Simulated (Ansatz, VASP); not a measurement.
Two plane-wave programs on MgO

```
Mg O
1.0
     0.00000    2.15472    2.15472
     2.15472    0.00000    2.15472
     2.15472    2.15472    0.00000
Mg O
1 1
Direct
  0.00000 0.00000 0.00000
  0.50000 0.50000 0.50000
```

Change from the starting cell: hydrostatic strain +2.5%.

Alike in both runs: task single point; functional r2SCAN; k mesh 10 × 10 × 10; no spin polarisation.

|  | VASP | Ansatz |
| --- | --- | --- |
| version | VASP 6.6.1 | Ansatz 0.2.0 |
| potentials or method | VASP PAW PBE potentials, release 64 (Mg_sv, O) | plane waves, PAW |
| plane-wave cutoff (eV) | 750 | 500 |
| occupations | gaussian, width 0.01 eV | fixed |
| valence electrons in the cell | 16 | 16 |

VASP gave:

* gap on the k mesh at the Fermi level (eV): 4.99
* pressure (GPa): -10.8

Question: Estimate Ansatz's values.

Answer: gap on the k mesh at the Fermi level (eV): 4.96; pressure (GPa): -10.6.

VASP's potentials were made for PBE, not for r2SCAN.
